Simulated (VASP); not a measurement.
# GaSb (I-4m2) in VASP: single point with PBEsol

Aim: the single point of GaSb with PBEsol.

Program: VASP 6.6.1. These are calculated values, not measurements. Logs are shortened: lines on timing, memory, paths and dates and some standing lists are left out, and cuts for length are marked.

### 1 The cell of the first run

The structure is tetragonal, space group I-4m2 (No. 119). Conventional cell: a = 5.507 Å, b = 5.507 Å, c = 3.181 Å, α = 90.00°, β = 90.00°, γ = 90.00°. Within 3.8 Å of Ga (site symmetry -4m2) lie 8 Sb at 2.87 to 3.64 Å and 2 Ga at 3.18 Å. Sb (site symmetry -4m2) has 8 Ga at 2.87 to 3.64 Å and 2 Sb at 3.18 Å within 3.8 Å.

### 2 Single point, PBEsol

The input, INCAR:

```
SYSTEM = GaSb
PREC = Accurate
ENCUT = 500
EDIFF = 1E-6
ISMEAR = -1
SIGMA = 0.1
LREAL = .False.
LASPH = .True.
NELM = 120
ALGO = Normal
ISIF = 2
LWAVE = .False.
LCHARG = .True.
GGA = PS
LELF = .True.
LVHAR = .True.
NBANDS = 86
GGA_COMPAT = .False.
```

The input, KPOINTS:

```
regular mesh
0
Gamma
  2 2 2
  0 0 0
```

The input, POSCAR:

```
GaSb
1.0
    8.4126439244      0.0000000309      0.0000000817
   -6.0064102737      5.8902982456      0.0000000817
   -1.2031169009     -2.9451493234      7.7878869396
Ga Sb
8 8
Direct
    0.1250000000      0.3750000000      0.2500000000
    0.1250000000      0.3750000000      0.7500000000
    0.1250000000      0.8750000000      0.2500000000
    0.1250000000      0.8750000000      0.7500000000
    0.6250000000      0.3750000000      0.2500000000
    0.6250000000      0.3750000000      0.7500000000
    0.6250000000      0.8750000000      0.2500000000
    0.6250000000      0.8750000000      0.7500000000
    0.0000000000      0.0000000000      0.0000000000
    0.0000000000      0.0000000000      0.5000000000
    0.0000000000      0.5000000000      0.0000000000
    0.0000000000      0.5000000000      0.5000000000
    0.5000000000      0.0000000000      0.0000000000
    0.5000000000      0.0000000000      0.5000000000
    0.5000000000      0.5000000000      0.0000000000
    0.5000000000      0.5000000000      0.5000000000
```

Potentials or basis: VASP PAW PBE potentials, release 64 (Ga_d, Sb).

Started as:

```sh
$ cat potpaw_PBE.64/Ga_d/POTCAR potpaw_PBE.64/Sb/POTCAR > POTCAR
$ mpirun -np 1 vasp_std > vasp.out
```

OUTCAR:

```text
SYSTEM = GaSb
   PREC = Accurate
   ENCUT = 500
   EDIFF = 1E-6
   ISMEAR = -1
   LREAL = .False.
   LASPH = .True.
   NELM = 120
   ISIF = 2
   GGA = PS

 ion  position               nearest neighbor table
   1  0.125  0.375  0.250-   9 2.87  12 2.87  11 2.87  16 2.87
   2  0.125  0.375  0.750-  10 2.87  11 2.87  12 2.87  15 2.87
   3  0.125  0.875  0.250-  11 2.87  10 2.87   9 2.87  14 2.87
   4  0.125  0.875  0.750-  12 2.87   9 2.87  10 2.87  13 2.87
   5  0.625  0.375  0.250-  13 2.87  16 2.87  15 2.87  12 2.87
   6  0.625  0.375  0.750-  14 2.87  15 2.87  16 2.87  11 2.87
   7  0.625  0.875  0.250-  15 2.87  14 2.87  13 2.87  10 2.87
   8  0.625  0.875  0.750-  16 2.87  13 2.87  14 2.87   9 2.87
   9  0.000  0.000  0.000-   1 2.87   4 2.87   3 2.87   8 2.87  15 3.18  15 3.18
  10  0.000  0.000  0.500-   2 2.87   3 2.87   4 2.87   7 2.87  16 3.18  16 3.18
  11  0.000  0.500  0.000-   3 2.87   2 2.87   1 2.87   6 2.87  13 3.18  13 3.18
  12  0.000  0.500  0.500-   4 2.87   1 2.87   2 2.87   5 2.87  14 3.18  14 3.18
  13  0.500  0.000  0.000-   5 2.87   8 2.87   7 2.87   4 2.87  11 3.18  11 3.18
  14  0.500  0.000  0.500-   6 2.87   7 2.87   8 2.87   3 2.87  12 3.18  12 3.18
  15  0.500  0.500  0.000-   7 2.87   6 2.87   5 2.87   2 2.87   9 3.18   9 3.18
  16  0.500  0.500  0.500-   8 2.87   5 2.87   6 2.87   1 2.87  10 3.18  10 3.18

  LATTYP: Found a body centered tetragonal cell.
 ALAT       =    11.0137354477
 C/A-ratio  =     0.5777174837

  Lattice vectors:

 A1 = (   8.4126439244,   0.0000000309,   0.0000000817)
 A2 = (  -6.0064102737,   5.8902982456,   0.0000000817)
 A3 = (  -1.2031169009,  -2.9451493234,   7.7878869396)

Analysis of symmetry for initial positions (statically):
=====================================================================
 Subroutine PRICEL returns following result:

  LATTYP: Found a body centered tetragonal cell.
 ALAT       =     5.5068677238
 C/A-ratio  =     0.5777174837

  Lattice vectors:

 A1 = (   4.2063219622,   0.0000000154,   0.0000000408)
 A2 = (  -3.0032051369,   2.9451491228,   0.0000000408)
 A3 = (  -0.6015584504,  -1.4725746617,   3.8939434698)

   8 primitive cells build up your supercell.

 Routine SETGRP: Setting up the symmetry group for a
 body centered tetragonal supercell.

 Subroutine GETGRP returns: Found  8 space group operations
 (whereof  8 operations were pure point group operations)
 out of a pool of 16 trial point group operations.

The static configuration has the point symmetry D_2d.

Analysis of symmetry for dynamics (positions and initial velocities):
=====================================================================
 Subroutine PRICEL returns following result:

  LATTYP: Found a body centered tetragonal cell.
 ALAT       =     5.5068677238
 C/A-ratio  =     0.5777174837

  Lattice vectors:

 A1 = (   4.2063219622,   0.0000000154,   0.0000000408)
 A2 = (  -3.0032051369,   2.9451491228,   0.0000000408)
 A3 = (  -0.6015584504,  -1.4725746617,   3.8939434698)

   8 primitive cells build up your supercell.

 Routine SETGRP: Setting up the symmetry group for a
 body centered tetragonal supercell.

 Subroutine GETGRP returns: Found  8 space group operations
 (whereof  8 operations were pure point group operations)
 out of a pool of 16 trial point group operations.

The dynamic configuration has the point symmetry D_2d.

 Subroutine INISYM returns: Found  8 space group operations
 (whereof  8 operations are pure point group operations),
 and found     8 'primitive' translations

----------------------------------------------------------------------------------------

                                     Primitive cell

  volume of cell :      48.2391

  direct lattice vectors                    reciprocal lattice vectors
     4.206321962  0.000000015  0.000000041     0.237737387  0.242423764  0.128404542
    -3.003205137  2.945149123  0.000000041    -0.000000002  0.339541377  0.128404542
    -0.601558450 -1.472574662  3.893943470    -0.000000002 -0.000000006  0.256809067

  length of vectors
     4.206321962  4.206321962  4.206321962     0.363009742  0.363009742  0.256809067

  position of ions in fractional coordinates (direct lattice)
     0.250000000  0.750000000  0.500000000
     0.000000000  1.000000000  0.000000000

  ion indices of the primitive-cell ions
   primitive index   ion index
                 1           1
                 2          11

----------------------------------------------------------------------------------------

 KPOINTS: regular mesh

Automatic generation of k-mesh.
 Grid dimensions read from file:
 generate k-points for:    2    2    2

 Generating k-lattice:

  Cartesian coordinates                     Fractional coordinates (reciprocal lattice)
     0.059434347  0.060605941  0.032101135     0.500000000 -0.000000000  0.000000000
    -0.000000001  0.084885344  0.032101135     0.000000000  0.500000000  0.000000000
    -0.000000001 -0.000000002  0.064202267     0.000000000 -0.000000000  0.500000000

  Length of vectors
     0.090752435  0.090752435  0.064202267

  Shift w.r.t. Gamma in fractional coordinates (k-lattice)
     0.000000000  0.000000000  0.000000000

 Subroutine IBZKPT returns following result:
 ===========================================

 Found      4 irreducible k-points:

 Following reciprocal coordinates:
            Coordinates               Weight
  0.000000  0.000000  0.000000      1.000000
  0.500000 -0.000000  0.000000      4.000000
  0.500000  0.500000  0.000000      2.000000
  0.500000  0.500000  0.500000      1.000000
   k-points           NKPTS =      4   k-points in BZ     NKDIM =      4   number of bands    NBANDS=     86
   number of dos      NEDOS =    301   number of ions     NIONS =     16
   total plane-waves  NPLWV = 262144
   dimension x,y,z NGX =    64 NGY =   64 NGZ =   64
   dimension x,y,z NGXF=   128 NGYF=  128 NGZF=  128
   ions per type =               8   8
   NGX,Y,Z   is equivalent  to a cutoff of  12.65, 12.65, 12.65 a.u.
   NGXF,Y,Z  is equivalent  to a cutoff of  25.29, 25.29, 25.29 a.u.
 SYSTEM =  GaSb
   PREC   = accura    normal or accurate (medium, high low for compatibility)
   ISTART =      0    job   : 0-new  1-cont  2-samecut
   ICHARG =      2    charge: 1-file 2-atom 10-const
   ISPIN  =      1    spin polarized calculation?
   LNONCOLLINEAR =      F non collinear calculations
   LSORBIT =      F    spin-orbit coupling
   LASPH  =      T    aspherical Exc in radial PAW
   ENCUT  =  500.0 eV  36.75 Ry    6.06 a.u.  15.34 15.34 15.34*2*pi/ulx,y,z
   NELM   =    120;   NELMIN=  2; NELMDL= -5     # of ELM steps
   EDIFF  = 0.1E-05   stopping-criterion for ELM
   LREAL  =      F    real-space projection
   EDIFFG = 0.1E-04   stopping-criterion for IOM
   NSW    =      0    number of steps for IOM
   IBRION =     -1    ionic relax: 0-MD 1-quasi-New 2-CG
   NFREE  =      0    steps in history (QN), initial steepest desc. (CG)
   ISIF   =      2    stress and relaxation
   ISYM   =      2    0-nonsym 1-usesym 2-fastsym
   POTIM  = 0.5000    time-step for ionic-motion
   TEBEG  =    0.0;   TEEND  =   0.0 temperature during run
   PSTRESS=    0.0 pullay stress
   NELECT =     144.0000    total number of electrons
   NUPDOWN=      -1.0000    fix difference up-down
   EMIN   =  10.00;   EMAX   =-10.00  energy-range for DOS
   EFERMI =   0.00;   METHOD = LEGACY
   ISMEAR =    -1;   SIGMA  =   0.10  broadening in eV -4-tet -1-fermi 0-gaus
   EFERMI_NEDOS =   21; number of points for ismear=-14 and -15
   IALGO  =     38    algorithm
   IMIX   =      4    mixing-type and parameters
     AMIX     =   0.40;   BMIX     =  1.00
     AMIX_MAG =   1.60;   BMIX_MAG =  1.00
  volume/ion in A,a.u.               =      24.12       162.77
  Fermi-wavevector in a.u.,A,eV,Ry     =   1.178598  2.227228 18.899774  1.389094
  Thomas-Fermi vector in A             =   2.314924
   LORBIT       =      0    0 simple, 1 ext, 2 COOP (PROOUT), +10 PAW based schemes
   GGA     = PS    functional components
   LHFCALC =     F    Hartree Fock is set to
   AEXX    =    0.0000 exact exchange contribution
   IVDW    =     0    specifies the selected vdW correction
   LEPSILON=     F    determine dielectric tensor
   LRPA    =     F    only Hartree local field effects (RPA)
 non-spin polarized calculation
  energy-cutoff  :      500.00
  volume of cell :      385.91
 maximum number of plane-waves:      9836
 NGX is ok and might be reduce to    64
   NGX = 31   NGY = 31   NGZ = 31

 number of electron     143.9999953 magnetization

 Free energy of the ion-electron system (eV)
  ---------------------------------------------------
  ext. energy  EPLUGINS =         0.00000000
  ---------------------------------------------------
  free energy    TOTEN  =       -63.07887401 eV

  energy without entropy =      -62.85056711  energy(sigma->0) =      -62.96472056

 E-fermi :   6.3879     XC(G=0): -10.3673

 val. band max:        6.3538468994   @ k =   0.5000  -0.0000   0.0000
 cond. band min:       6.4308017691   @ k =   0.0000   0.0000   0.0000
 fundamental gap:      0.0769548697
 Fermi energy:         6.3879350124

 k-point     1 :       0.0000    0.0000    0.0000
  band No.  band energies     occupation
      1      -8.6127      2.00000
      2      -8.6123      2.00000
      3      -8.6061      2.00000
      4      -8.6044      2.00000
      5      -8.6044      2.00000
      6      -8.5689      2.00000
[... 76 lines left out ...]
     83       8.7888      0.00000
     84       8.7888      0.00000

 k-point     2 :       0.5000   -0.0000    0.0000
  band No.  band energies     occupation
      1      -8.5806      2.00000
      2      -8.5806      2.00000
      3      -8.5561      2.00000
      4      -8.5561      2.00000
      5      -8.5561      2.00000
      6      -8.5561      2.00000
[... 76 lines left out ...]
     83       8.8642      0.00000
     84       8.8642      0.00000

 k-point     3 :       0.5000    0.5000    0.0000
  band No.  band energies     occupation
      1      -8.6082      2.00000
      2      -8.6082      2.00000
      3      -8.6051      2.00000
      4      -8.6051      2.00000
      5      -8.5845      2.00000
      6      -8.5845      2.00000
[... 76 lines left out ...]
     83      10.2408      0.00000
     84      10.2428      0.00000

 k-point     4 :       0.5000    0.5000    0.5000
  band No.  band energies     occupation
      1      -8.6071      2.00000
      2      -8.6071      2.00000
      3      -8.6071      2.00000
      4      -8.6071      2.00000
      5      -8.5671      2.00000
      6      -8.5671      2.00000
[... 76 lines left out ...]
     83      10.1380      0.00000
     84      10.1756      0.00000
 [bands above 84 left out]

------------------------ aborting loop because EDIFF is reached ----------------------------------------

  FORCE on cell =-STRESS in cart. coord.  units (eV):
  Direction    XX          YY          ZZ          XY          YZ          ZX
  --------------------------------------------------------------------------------------
  -------------------------------------------------------------------------------------
  Total      -12.2801325     -0.4254131    -14.6546976      5.8127758      0.0000004      0.0000002
  in kB      -50.9828603     -1.7661678    -60.8412328     24.1326335      0.0000016      0.0000007
  external PRESSURE =     -37.8634203 kB  Pullay stress =       0.0000000 kB

 VOLUME and BASIS-vectors are now :
 -----------------------------------------------------------------------------
  energy-cutoff  :      500.00
  volume of cell :      385.91
      direct lattice vectors                 reciprocal lattice vectors
     8.412643924  0.000000031  0.000000082     0.118868693  0.121211882  0.064202271
    -6.006410274  5.890298246  0.000000082    -0.000000001  0.169770688  0.064202271
    -1.203116901 -2.945149323  7.787886940    -0.000000001 -0.000000003  0.128404534

 POSITION                                       TOTAL-FORCE (eV/Angst)
 -----------------------------------------------------------------------------------
     -1.50160      1.47257      1.94697         0.000000     -0.000000      0.000000
     -2.10316     -0.00000      5.84092        -0.000000     -0.000000      0.000000
     -4.50481      4.41772      1.94697         0.000000      0.000000     -0.000000
     -5.10637      2.94515      5.84092        -0.000000      0.000000      0.000000
      2.70472      1.47257      1.94697         0.000000     -0.000000      0.000000
      2.10316     -0.00000      5.84092        -0.000000     -0.000000     -0.000000
[... 8 lines left out ...]
      1.20312      2.94515      0.00000        -0.000000      0.000000      0.000000
      0.60156      1.47257      3.89394         0.000000      0.000000     -0.000000
 -----------------------------------------------------------------------------------
    total drift:                               -0.000000      0.000000      0.000000

  FREE ENERGIE OF THE ION-ELECTRON SYSTEM (eV)
  ---------------------------------------------------
  free  energy   TOTEN  =       -63.0788740127 eV

  energy  without entropy=      -62.8505671089  energy(sigma->0) =      -62.96472056
```

Wall time 4.4 min (1 thread of Intel Xeon Platinum 8259CL at 2.50GHz (Skylake/Cascade Lake), shared host); peak memory 0.58 GiB.

Results:

| Item | Value |
| --- | --- |
| Free energy | -63.0789 eV |
| Pressure | -3.8 GPa |
| Band gap on the k mesh | zero (bands 72 and 73 overlap by 0.37 eV) |

Caveat: the k points lie up to 0.57 Å⁻¹ apart; semilocal functionals underestimate gaps, and a narrow one can read as zero; the PAW data sets were made with another functional, which shifts forces and pressure a little; spin-orbit coupling is left out, which moves the levels of the heavy elements.

The gap in the log of VASP goes by the Fermi energy; the results here count the filled bands.